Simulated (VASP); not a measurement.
A run of VASP 6.6.1 is set up as follows.

Contents of INCAR:

```
PREC = Accurate ; ENCUT = 520
EDIFF = 1E-7 ; ISMEAR = 0
SIGMA = 0.1 ; LREAL = F
LASPH = T ; NELM = 60
ALGO = Normal ; ISIF = 2
LWAVE = F ; LCHARG = T
GGA = PE ; LELF = T
LVHAR = T ; NBANDS = 20
```

KPOINTS

```
Automatic mesh
0
Gamma
  4 4 4
```

POSCAR

```
K
1.0
   -3.6761753600      3.6761753600      3.6761753600
    3.6761753600     -3.6761753600      3.6761753600
    3.6761753600      3.6761753600     -3.6761753600
K
3
Direct
    0.0000000000      0.5000000000      0.5000000000
    0.5000000000      0.0000000000      0.5000000000
    0.5000000000      0.5000000000      0.0000000000
```

Potentials or basis: VASP PAW PBE potentials, release 64 (K_sv).

Run with:

```console
$ cat potpaw_PBE.64/K_sv/POTCAR > POTCAR
$ mpirun -np 1 vasp_std > vasp.out
```

Problem. Estimate the pressure.

Solution. 1.3 GPa.
